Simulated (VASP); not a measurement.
Runs of VASP 6.6.1 on IrO2. It takes space group P4_2/mnm (No. 136, tetragonal). The conventional cell has a = 4.505 Å, b = 4.505 Å, c = 3.159 Å, α = 90.00°, β = 90.00°, γ = 90.00°. Ir (site symmetry mmm) has 6 O at 1.96 to 2.00 Å within 2.6 Å. O (site symmetry m2m) has 3 Ir at 1.96 to 2.00 Å and 1 O at 2.45 Å within 2.6 Å. 

```tsv
k mesh	gap on the mesh (eV)	pressure (GPa)	largest force (eV/Å)
3 × 3 × 4	none	7.5	0.08
2 × 2 × 2	none	4.5	(a)
4 × 4 × 6	none	7.7	0.09
6 × 6 × 9	none	7.7	0.09
5 × 5 × 7	none	7.7	0.09
```

Alike in all rows: task single point; level PBE; potentials or basis VASP PAW PBE potentials, release 64 (Ir, O); no spin polarisation; cell as given; cutoff (eV) 600; smearing fermi-dirac 0.15 eV.

Q: Estimate the missing entries.

A: (a) 0.86.

Caveats: some runs use coarse meshes; spin-orbit coupling is left out, which moves the levels of the heavy elements.

A k mesh can miss the band edges, and the runs leave out spin-orbit coupling on Ir.

A gap of «none» marks levels without a gap at the run's occupations.
